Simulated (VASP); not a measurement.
The system is NaGeCl3.

```
CELL_PARAMETERS angstrom
5.06110 0.00000 0.00000
0.00000 5.06110 0.00000
0.00000 0.00000 5.06110
ATOMIC_POSITIONS crystal
Na 0.00000 0.00000 0.00000
Ge 0.50000 0.50000 0.50000
Cl 0.50000 0.50000 0.00000
Cl 0.50000 0.00000 0.50000
Cl 0.00000 0.50000 0.50000
```

This cell differs from its parent crystal: strain -2.5%.

Base run:

```yaml
Program: VASP 6.6.1
Functional: PBE
Potentials_or_basis: VASP PAW PBE potentials, release 64 (Na_pv, Ge_d, Cl)
Cutoff: 520 eV
k_mesh: 6 × 6 × 6
Occupations: fermi-dirac, width 0.02 eV
Spin: no spin polarisation
```

Its results: band gap on the k mesh 0.20 eV, direct; pressure 3.0 GPa.

Q: The run is repeated on the same cell with these changes: functional from PBE to r2SCAN; occupations from fermi-dirac, width 0.02 eV to gaussian, width 0.01 eV. What comes out?

A: Band gap on the k mesh 0.28 eV, direct; pressure 2.1 GPa.

Caveats: the PAW data sets were made with another functional, which shifts forces and pressure a little (some runs).

A k mesh can miss the band edges.
